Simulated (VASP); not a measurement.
A run of VASP 6.6.1 is set up as follows.

Contents of INCAR:

```
SYSTEM = SnO2
ALGO = Normal
EDIFF = 1E-6
ENCUT = 520
GGA = PE
ISIF = 2
ISMEAR = 0
LASPH = .TRUE.
LCHARG = .TRUE.
LELF = .TRUE.
LREAL = .FALSE.
LVHAR = .TRUE.
LWAVE = .FALSE.
NBANDS = 35
NELM = 80
PREC = Accurate
SIGMA = 0.05
```

KPOINTS

```
k-points
0
G
  6 6 8
  0 0 0
```

The input POSCAR:

```
SnO2
1.0
    4.8277049961      0.0000000000      0.0000000000
    0.0000000000      4.8277049961      0.0000000000
    0.0000000000      0.0000000000      3.2379909406
Sn O
2 4
Direct
    0.0000000000      0.0000000000     -0.0308833477
    0.5000000000      0.5000000000      0.5000000000
    0.3066050863      0.3066050863      0.0000000000
    0.1933949137      0.8066050863      0.5000000000
    0.6933949137      0.6933949137      0.0000000000
    0.8066050863      0.1933949137      0.5000000000
```

Potentials or basis: VASP PAW PBE potentials, release 64 (Sn_d, O).

Launch:

```console
$ cat potpaw_PBE.64/Sn_d/POTCAR potpaw_PBE.64/O/POTCAR > POTCAR
$ mpirun -np 1 vasp_std > vasp.out
```

Task: What does it give for the largest force?

Result: 1.800 eV/Å.

Task: Estimate the pressure.

Result: 1.3 GPa.

Stress tensor (GPa, compression positive):
```
 1.03 -0.66  0.00
-0.66  1.03  0.00
 0.00  0.00  1.85
```

Caveat: the cell differs from its parent crystal (atom 1 (Sn) moved by (+0.000, -0.100) A along x and z); forces of over 1 eV/Å act on the atoms, so gaps and moduli don't describe the material at rest.
